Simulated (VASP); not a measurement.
A run of VASP 6.6.1 is set up as follows.

The input INCAR:

```
SYSTEM = BeS
  PREC = Accurate
  ENCUT = 520
  EDIFF = 1E-6
  ISMEAR = 0
  SIGMA = 0.01
  LREAL = .False.
  LASPH = .True.
  NELM = 80
  ALGO = Normal
  ISIF = 2
  LWAVE = .False.
  LCHARG = .False.
  GGA = PS
  NBANDS = 11
```

The input KPOINTS:

```
regular mesh
0
Gamma
  8 8 8
  0 0 0
```

POSCAR

```
BeS
1.0
    2.4361002853      2.4361002853      0.0000000000
   -2.4361002853      2.4361002853      0.0000000000
    0.0000000000      2.4361002853      2.4361002853
Be S
1 1
Direct
    0.0000000000      0.0000000000      0.0000000000
    0.7500000000      0.2500000000      0.5000000000
```

Potentials or basis: VASP PAW PBE potentials, release 64 (Be, S).

Launch:

```sh
$ cat potpaw_PBE.64/Be/POTCAR potpaw_PBE.64/S/POTCAR > POTCAR
$ mpirun -np 1 vasp_std > vasp.out
```

(1) What does it give for the band gap on the k mesh?

(2) Estimate the pressure.

Answers

(1) 2.96 eV, indirect (least direct gap 5.58 eV).

(2) -1.8 GPa.

Caveat: the PAW data sets were made with another functional, which shifts forces and pressure a little.
